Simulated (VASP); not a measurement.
A run of VASP 6.6.1 is set up as follows.

Contents of INCAR:

```
ALGO = Normal
EDIFF = 1E-7
ENCUT = 520
GGA = PE
ISIF = 2
ISMEAR = 0
LASPH = True
LCHARG = False
LREAL = False
LWAVE = False
NBANDS = 21
NELM = 60
PREC = Accurate
SIGMA = 0.1
```

Contents of KPOINTS:

```
k-points
0
Gamma
  6 6 2
```

POSCAR

```
Mg2BeSeO2
1.0
    2.1916654000     -2.4876811000      0.0000000000
    2.1916654000      2.4876811000      0.0000000000
    0.0000000000      0.0000000000      8.0872866400
Mg Be Se O
2 1 1 2
Direct
    0.0000000000      0.0000000000      0.9855265000
    0.0000000000      0.0000000000      0.6568193400
    0.5000000000      0.5000000000      0.4217985500
    0.5000000000      0.5000000000      0.7921715600
    0.0000000000      0.5000000000      0.2870096300
    0.5000000000      0.0000000000      0.2870096300
```

Potentials or basis: VASP PAW PBE potentials, release 64 (Mg, Be, Se, O).

Command:

```sh
$ cat potpaw_PBE.64/Mg/POTCAR potpaw_PBE.64/Be/POTCAR potpaw_PBE.64/Se/POTCAR potpaw_PBE.64/O/POTCAR > POTCAR
$ mpirun -np 1 vasp_std > vasp.out
```

Q: Predict the pressure.

A: 0.1 GPa.

Q: Predict the largest force.

A: 5.401 eV/Å.

Q: Predict the band gap on the k mesh.

A: Zero (band 12 reaches 4.62 eV, above the bottom of band 13 at 3.19 eV).

Stress tensor (GPa, compression positive):
```
  9.35   0.00   0.00
  0.00   3.78   0.00
  0.00   0.00 -12.82
```

Caveat: the k points lie up to 0.39 Å⁻¹ apart; forces of over 1 eV/Å act on the atoms, so gaps and moduli don't describe the material at rest.
